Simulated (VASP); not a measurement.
# Ir4F in VASP: further runs

Runs on Ir4F. Level: r2SCAN. Tasks: single point.

All numbers are computed with VASP 6.6.1; they aren't measurements. Logs are shortened: lines on timing, memory, paths and dates and some standing lists are left out, and cuts for length are marked.

## (1) The cell of the first run

The cell holds a slab with vacuum, 5 atoms: a = 2.718 Å, b = 2.718 Å, c = 24.766 Å, α = 90.00°, β = 90.00°, γ = 90.00°.

## (2) Single point, r2SCAN

Input file POSCAR:

```
Ir4F
1.0
    2.7182807111      0.0000000000      0.0000000000
    0.0000000000      2.7182807111      0.0000000000
    0.0000000000      0.0000000000     24.7663441720
Ir F
4 1
Direct
    0.5000000000      0.5000000000      0.3432076991
    0.0000000000      0.0000000000      0.4208176488
    0.5000000000      0.5000000000      0.4989389497
    0.0000000000      0.0000000000      0.5725799416
    0.0000000000      0.0000000000      0.6480013158
```

Input file INCAR.step1:

```
PREC     = Accurate       # precision mode
ENCUT    = 520            # plane-wave cutoff, eV
ISMEAR   = 0              # smearing method
SIGMA    = 0.1            # smearing width, eV
LREAL    = False          # projectors in reciprocal space
LASPH    = True           # aspherical terms in the spheres
NELM     = 80             # most SCF steps
LDIPOL   = True         
IDIPOL   = 3            
DIPOL    = 0.5 0.5 0.497
NBANDS   = 30             # bands
GGA      = PE             # functional
ALGO     = Normal         # electronic algorithm
EDIFF    = 1E-4           # SCF threshold, eV
LWAVE    = True           # write WAVECAR
LCHARG   = False          # write CHGCAR
```

Input file INCAR.step2:

```
PREC     = Accurate       # precision mode
ENCUT    = 520            # plane-wave cutoff, eV
EDIFF    = 1E-6           # SCF threshold, eV
ISMEAR   = 0              # smearing method
SIGMA    = 0.1            # smearing width, eV
LREAL    = False          # projectors in reciprocal space
LASPH    = True           # aspherical terms in the spheres
NELM     = 80             # most SCF steps
ALGO     = Normal         # electronic algorithm
ISIF     = 2              # what is computed and relaxed
LWAVE    = False          # write WAVECAR
LCHARG   = False          # write CHGCAR
LDIPOL   = True         
IDIPOL   = 3            
DIPOL    = 0.5 0.5 0.497
METAGGA  = R2SCAN         # meta-GGA
LMIXTAU  = True         
NBANDS   = 30             # bands
ISTART   = 1
```

Input file KPOINTS:

```
regular mesh
0
Gamma
  11 11 1
```

Potentials or basis: VASP PAW PBE potentials, release 64 (Ir, F).

Launch:

```console
$ cat potpaw_PBE.64/Ir/POTCAR potpaw_PBE.64/F/POTCAR > POTCAR
$ cp INCAR.step1 INCAR
$ mpirun -np 1 vasp_std > vasp.out
$ cp INCAR.step2 INCAR
$ mpirun -np 1 vasp_std > vasp.out
```

OUTCAR:

```text
PREC = Accurate
   ENCUT = 520
   EDIFF = 1E-6
   ISMEAR = 0
   LREAL = False
   LASPH = True
   NELM = 80
   ISIF = 2
   METAGGA = R2SCAN
   ISTART = 1

 ion  position               nearest neighbor table
   1  0.500  0.500  0.343-   2 2.72   2 2.72   2 2.72   2 2.72
   2  0.000  0.000  0.421-   1 2.72   1 2.72   1 2.72   1 2.72   3 2.73   3 2.73   3 2.73   3 2.73

   3  0.500  0.500  0.499-   4 2.65   4 2.65   4 2.65   4 2.65   2 2.73   2 2.73   2 2.73   2 2.73

   4  0.000  0.000  0.573-   5 1.87   3 2.65   3 2.65   3 2.65   3 2.65
   5  0.000  0.000  0.648-   4 1.87

  LATTYP: Found a simple tetragonal cell.
 ALAT       =     2.7182807111
 C/A-ratio  =     9.1110325990

  Lattice vectors:

 A1 = (   2.7182807111,   0.0000000000,   0.0000000000)
 A2 = (   0.0000000000,   2.7182807111,   0.0000000000)
 A3 = (   0.0000000000,   0.0000000000,  24.7663441720)

Analysis of symmetry for initial positions (statically):
=====================================================================
 Subroutine PRICEL returns:
 Original cell was already a primitive cell.

 Routine SETGRP: Setting up the symmetry group for a
 simple tetragonal supercell.

 Subroutine GETGRP returns: Found  8 space group operations
 (whereof  8 operations were pure point group operations)
 out of a pool of 16 trial point group operations.

The static configuration has the point symmetry C_4v.

Analysis of symmetry for dynamics (positions and initial velocities):
=====================================================================
 Subroutine PRICEL returns:
 Original cell was already a primitive cell.

 Routine SETGRP: Setting up the symmetry group for a
 simple tetragonal supercell.

 Subroutine GETGRP returns: Found  8 space group operations
 (whereof  8 operations were pure point group operations)
 out of a pool of 16 trial point group operations.

The dynamic configuration has the point symmetry C_4v.

 Subroutine INISYM returns: Found  8 space group operations
 (whereof  8 operations are pure point group operations),
 and found     1 'primitive' translations

----------------------------------------------------------------------------------------

                                     Primitive cell

  volume of cell :     182.9998

  direct lattice vectors                    reciprocal lattice vectors
     2.718280711  0.000000000  0.000000000     0.367879592  0.000000000  0.000000000
[... 94 lines left out ...]
   ISIF   =      2    stress and relaxation
   ISYM   =      2    0-nonsym 1-usesym 2-fastsym
   POTIM  = 0.5000    time-step for ionic-motion
   TEBEG  =    0.0;   TEEND  =   0.0 temperature during run
   PSTRESS=    0.0 pullay stress
   NELECT =      43.0000    total number of electrons
   NUPDOWN=      -1.0000    fix difference up-down
   EMIN   =  10.00;   EMAX   =-10.00  energy-range for DOS
   EFERMI =   0.00;   METHOD = LEGACY
   ISMEAR =     0;   SIGMA  =   0.10  broadening in eV -4-tet -1-fermi 0-gaus
   EFERMI_NEDOS =   21; number of points for ismear=-14 and -15
   IALGO  =     38    algorithm
   IMIX   =      4    mixing-type and parameters
     AMIX     =   0.40;   BMIX     =  1.00
     AMIX_MAG =   1.60;   BMIX_MAG =  1.00
  volume/ion in A,a.u.               =      36.60       246.99
  Fermi-wavevector in a.u.,A,eV,Ry     =   1.010216  1.909031 13.885234  1.020536
  Thomas-Fermi vector in A             =   2.143191
   LORBIT       =      0    0 simple, 1 ext, 2 COOP (PROOUT), +10 PAW based schemes
   METAGGA = R2SCAN    functional components
   LHFCALC =     F    Hartree Fock is set to
   AEXX    =    0.0000 exact exchange contribution
   IVDW    =     0    specifies the selected vdW correction
   LEPSILON=     F    determine dielectric tensor
   LRPA    =     F    only Hartree local field effects (RPA)
 non-spin polarized calculation
 Gauss-broadening in eV      SIGMA  =   0.10
  energy-cutoff  :      520.00
  volume of cell :      183.00
 maximum number of plane-waves:      4964
   NGX = 11   NGY = 11   NGZ = 93

 number of electron      42.9999991 magnetization

 dipolmoment           0.000000      0.000000      0.118216 electrons x Angstroem

 Free energy of the ion-electron system (eV)
  ---------------------------------------------------
  ext. energy  EPLUGINS =         0.00000000
  ---------------------------------------------------
  free energy    TOTEN  =      -212.11488419 eV

  energy without entropy =     -212.09139436  energy(sigma->0) =     -212.10313928

 E-fermi :  -1.5002     XC(G=0):  -5.8934

 val. band max:       -1.5193284188   @ k =   0.3636   0.3636   0.0000
 cond. band min:      -1.4810356358   @ k =   0.2727   0.1818   0.0000
 fundamental gap:      0.0382927830
 Fermi energy:        -1.5001552802

 k-point     1 :       0.0000    0.0000    0.0000
  band No.  band energies     occupation
      1     -25.8780      2.00000
      2     -12.3154      2.00000
      3     -10.2986      2.00000
      4      -9.3725      2.00000
      5      -8.9053      2.00000
      6      -8.5748      2.00000
[... 682 lines left out ...]
     29       6.8010      0.00000
     30       7.7615      0.00000

------------------------ aborting loop because EDIFF is reached ----------------------------------------

 vacuum level on the upper side and lower side of the slab       (xc-potential included)         1.419        -1.417

  FORCE on cell =-STRESS in cart. coord.  units (eV):
  Direction    XX          YY          ZZ          XY          YZ          ZX
  --------------------------------------------------------------------------------------
  -------------------------------------------------------------------------------------
  Total       -2.0590230     -2.0590230      0.4323135      0.0000000      0.0000000     -0.0000000
  in kB      -18.0269095    -18.0269095      3.7849385      0.0000000      0.0000000     -0.0000000
  external PRESSURE =     -10.7562935 kB  Pullay stress =       0.0000000 kB

 VOLUME and BASIS-vectors are now :
 -----------------------------------------------------------------------------
  energy-cutoff  :      520.00
  volume of cell :      183.00
      direct lattice vectors                 reciprocal lattice vectors
     2.718280711  0.000000000  0.000000000     0.367879592  0.000000000  0.000000000
     0.000000000  2.718280711  0.000000000     0.000000000  0.367879592  0.000000000
     0.000000000  0.000000000 24.766344172     0.000000000  0.000000000  0.040377376

 POSITION                                       TOTAL-FORCE (eV/Angst)
 -----------------------------------------------------------------------------------
      1.35914      1.35914      8.50000         0.000000      0.000000      0.957142
      0.00000      0.00000     10.42211        -0.000000      0.000000     -1.287991
      1.35914      1.35914     12.35689        -0.000000     -0.000000     -0.176180
      0.00000      0.00000     14.18071         0.000000      0.000000      0.084927
      0.00000      0.00000     16.04862        -0.000000     -0.000000      0.422101
 -----------------------------------------------------------------------------------
    total drift:                               -0.000000      0.000000      0.005027

  FREE ENERGIE OF THE ION-ELECTRON SYSTEM (eV)
  ---------------------------------------------------
  free  energy   TOTEN  =      -212.1148841913 eV

  energy  without entropy=     -212.0913943597  energy(sigma->0) =     -212.10313928

 vacuum level on the upper side and lower side of the slab         7.073         4.174
```

OUTCAR.step1:

```text
PREC = Accurate
   ENCUT = 520
   ISMEAR = 0
   LREAL = False
   LASPH = True
   NELM = 80
   GGA = PE
   EDIFF = 1E-4

 ion  position               nearest neighbor table
[... 925 lines left out ...]
      0.00000      0.00000     16.04862         0.000000     -0.000000      0.819124
 -----------------------------------------------------------------------------------
    total drift:                               -0.000000      0.000000      0.014017

  FREE ENERGIE OF THE ION-ELECTRON SYSTEM (eV)
  ---------------------------------------------------
  free  energy   TOTEN  =       -36.8327631734 eV

  energy  without entropy=      -36.8075256013  energy(sigma->0) =      -36.82014439

 vacuum level on the upper side and lower side of the slab         6.905         3.904
```

OSZICAR.step1:

```text
N       E                     dE             d eps       ncg     rms          rms(c)
DAV:   1     0.453988423845E+03    0.45399E+03   -0.17658E+04  1268   0.122E+03
DAV:   2     0.122350679202E+02   -0.44175E+03   -0.40331E+03  1272   0.378E+02
DAV:   3    -0.386518056420E+02   -0.50887E+02   -0.47773E+02  1908   0.122E+02
[... 17 lines left out ...]
DAV:  21    -0.368330659694E+02    0.20567E-02   -0.89348E-03  1694   0.660E-01    0.244E-01
DAV:  22    -0.368331752069E+02   -0.10924E-03   -0.57672E-04  1362   0.170E-01    0.185E-01
DAV:  23    -0.368329478981E+02    0.22731E-03   -0.97198E-04  1352   0.233E-01    0.103E-01
DAV:  24    -0.368328056118E+02    0.14229E-03   -0.46462E-04   892   0.188E-01    0.752E-02
DAV:  25    -0.368327631734E+02    0.42438E-04   -0.11506E-04   900   0.721E-02
   1 F= -.36832763E+02 E0= -.36820144E+02  d E =-.252376E-01
```

It took 7.7 min on 1 thread of Intel Xeon 6975P-C (Granite Rapids), shared host; peak memory 0.35 GiB.

What came out:

| Quantity | Value |
| --- | --- |
| Free energy | -212.1149 eV |
| Largest force | 1.288 eV/Å |
| Band gap on the k mesh | zero (an odd number of electrons rules out a gap without spin polarisation) |

Forces in eV/Å, atoms in the order of the input:
```
Ir   0.000  0.000  0.957
Ir   0.000  0.000 -1.288
Ir   0.000  0.000 -0.176
Ir   0.000  0.000  0.085
F    0.000  0.000  0.422
```

Caveat: the PAW data sets were made with another functional, which shifts forces and pressure a little; spin-orbit coupling is left out, which moves the levels of the heavy elements; an odd number of electrons without spin polarisation forces a metal; a magnetic or distorted state may lie lower.

## (3) Single point, r2SCAN

Edit POSCAR of step 2 so:

```diff
@@ -12,2 +12,2 @@
     0.0000000000      0.0000000000      0.5725799416
-    0.0000000000      0.0000000000      0.6480013158
+    0.5000000000      0.5000000000      0.6314286614
```

Input file INCAR.step1:

```
PREC = Accurate
ENCUT = 520
ISMEAR = 0
SIGMA = 0.1
LREAL = F
LASPH = T
NELM = 100
LDIPOL = T
IDIPOL = 3
DIPOL = 0.5 0.5 0.493
NBANDS = 30
GGA = PE
ALGO = Normal
EDIFF = 1E-4
LWAVE = T
LCHARG = F
```

Input file INCAR.step2:

```
PREC = Accurate
ENCUT = 520
EDIFF = 1E-6
ISMEAR = 0
SIGMA = 0.1
LREAL = F
LASPH = T
NELM = 100
ALGO = Normal
ISIF = 2
LWAVE = F
LCHARG = F
LDIPOL = T
IDIPOL = 3
DIPOL = 0.5 0.5 0.493
METAGGA = R2SCAN
LMIXTAU = T
NBANDS = 30
ISTART = 1
```

KPOINTS is that of step 2.

Potentials or basis: VASP PAW PBE potentials, release 64 (Ir, F).

Launch:

```console
$ cat potpaw_PBE.64/Ir/POTCAR potpaw_PBE.64/F/POTCAR > POTCAR
$ cp INCAR.step1 INCAR
$ mpirun -np 1 vasp_std > vasp.out
$ cp INCAR.step2 INCAR
$ mpirun -np 1 vasp_std > vasp.out
```

Wall time 7.5 min (1 thread of Intel Xeon 6975P-C (Granite Rapids), shared host); peak memory 0.35 GiB.

The run converged. Its results:

```yaml
Free_energy: -211.5162 eV
Largest_force: 1.060 eV/Å
Band_gap_on_the_k_mesh: zero (an odd number of electrons rules out a gap without spin polarisation)
```

Forces on the atoms (eV/Å):
```
Ir   0.000  0.000  0.954
Ir   0.000  0.000 -1.060
Ir   0.000  0.000  0.261
Ir   0.000  0.000 -0.207
F    0.000  0.000  0.052
```

Levels at points of the mesh, in eV from the Fermi level:
```csv
k point,band 20,band 21,band 22,band 23,band 24,band 25
"(0.00, 0.00, 0.00)",-1.29,-0.36,-0.05,-0.05,0.46,0.97
```

Caveat: the PAW data sets were made with another functional, which shifts forces and pressure a little; spin-orbit coupling is left out, which moves the levels of the heavy elements; an odd number of electrons without spin polarisation forces a metal; a magnetic or distorted state may lie lower.

The gap in the log of VASP goes by the Fermi energy; the results here count the filled bands.